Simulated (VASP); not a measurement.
Os: single point with HSE06

The system is Os.

```xyz
2
Lattice="2.7701 0.0000 0.0000 -1.3850 2.3990 0.0000 0.0000 0.0000 4.3765" Properties=species:S:1:pos:R:3 pbc="T T T"
Os    1.3850    0.7997    3.2824
Os    0.0000    1.5993    1.0941
```

```yaml
Program: VASP 6.6.1
Task: single point
Functional: HSE06
Potentials_or_basis: VASP PAW PBE potentials, release 64 (Os)
Cutoff: 520 eV
k_mesh: 6 × 6 × 3
Occupations: fermi-dirac, width 0.05 eV
Spin: no spin polarisation
```

```yaml
Pressure: -19.1 GPa
Band_gap_on_the_k_mesh: zero (bands 8 and 9 overlap by 4.19 eV)
```

Stress tensor (GPa, compression positive):
```
-17.40   0.00   0.00
  0.00 -17.40   0.00
  0.00   0.00 -22.47
```

Levels at points of the mesh, in eV from the Fermi level:
```tsv
k point	band 4	band 5	band 6	band 7	band 8	band 9	band 10	band 11	band 12	band 13
(0.00, 0.00, 0.00)	-3.41	-3.06	-2.58	-2.58	-1.93	-1.93	-0.22	1.84	1.84	9.67
(0.50, 0.00, 0.00)	-4.05	-3.23	-2.96	-2.12	2.25	2.82	2.83	4.76	6.11	9.95
```

It took 23 min on 1 thread of Intel(R) Xeon(R) Platinum 8259CL CPU @ 2.50GHz (Skylake/Cascade Lake), with other jobs on the host, peak memory 0.25 GiB.

Caveat: the k points lie up to 0.48 Å⁻¹ apart, too coarse for converged energies and pressures of a metal; the PAW data sets were made with another functional, which shifts forces and pressure a little; spin-orbit coupling is left out, which moves the levels of the heavy elements.
